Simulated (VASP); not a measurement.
# TlCl: relaxation of cell and atoms with r2SCAN

The system is TlCl.

```xyz
2
Lattice="3.8370 0.0000 0.0000 0.0000 3.8370 0.0000 0.0000 0.0000 3.8370" Properties=species:S:1:pos:R:3 pbc="T T T"
Tl    0.0000    0.0000    0.0000
Cl    1.9185    1.9185    1.9185
```

```json
{"Program": "VASP 6.6.1", "Task": "relaxation of cell and atoms", "Functional": "r2SCAN", "Potentials or basis": "VASP PAW PBE potentials, release 64 (Tl_d, Cl)", "Cutoff": "550 eV", "k mesh": "6 × 6 × 6", "Occupations": "gaussian, width 0.01 eV", "Spin": "no spin polarisation", "Target pressure": "10 GPa", "Dipole correction": "no", "Further INCAR settings": "ALGO = Normal; EDIFF = 1e-07; IBRION = 2; EDIFFG = -0.002; NSW = 100; ISIF = 3"}
```

```
Relaxed volume                                         : 22.92 Å³/atom
Relaxed cell                                           : a = 3.579 Å, b = 3.579 Å, c = 3.579 Å, α = 90.00°, β = 90.00°, γ = 90.00°
Space group after relaxing (to 0.05 Å)                 : Pm-3m (No. 221)
Energy change on relaxing (the enthalpy is what falls) : +135.0 meV/atom
Ionic steps                                            : 3
Pressure after relaxing                                : 10.0 GPa
Band gap on the k mesh                                 : 1.88 eV, indirect (least direct gap 1.90 eV)
```

The path:
```csv
step,energy change (eV),largest force (eV/Å),pressure (GPa),volume (Å³)
1,0.0000,0.0000,-0.02,56.49
2,0.4695,0.0000,14.81,43.25
3,0.2701,0.0000,10.01,45.85
```

Final structure:
```xyz
2
Lattice="3.5790 0.0000 0.0000 0.0000 3.5790 0.0000 0.0000 0.0000 3.5790" Properties=species:S:1:pos:R:3 pbc="T T T"
Tl    0.0000    0.0000    0.0000
Cl    1.7895    1.7895    1.7895
```

Levels at points of the mesh, in eV from the valence-band top:
| k point | band 7 | band 8 | band 9 | band 10 | band 11 | band 12 | band 13 | band 14 |
| --- | --- | --- | --- | --- | --- | --- | --- | --- |
| (0.00, 0.00, 0.00) | -5.13 | -2.81 | -2.81 | -2.81 | 7.66 | 7.66 | 9.13 | 9.13 |
| (0.50, 0.00, 0.00) | -7.12 | -2.13 | -2.13 | 0.00 | 1.90 | 6.85 | 6.85 | 8.29 |
| (0.50, 0.50, 0.00) | -4.82 | -4.82 | -3.88 | -2.14 | 5.41 | 5.41 | 8.83 | 9.82 |
| (0.50, 0.50, 0.50) | -3.35 | -3.35 | -3.35 | -2.02 | 1.88 | 1.88 | 1.88 | 14.99 |

It took 110 s on 1 thread of Intel(R) Xeon(R) 6975P-C (Granite Rapids) (shared host), peak memory 0.19 GiB.

Caveat: the cell is relaxed towards a set pressure, so the enthalpy falls and the energy may rise; the volume moved by over 15 % at a fixed basis, so the end points are rough; the PAW data sets were made with another functional, which shifts forces and pressure a little; spin-orbit coupling is left out, which moves the levels of the heavy elements. r2SCAN opens gaps a little over a GGA but as a rule still falls short of measured ones.
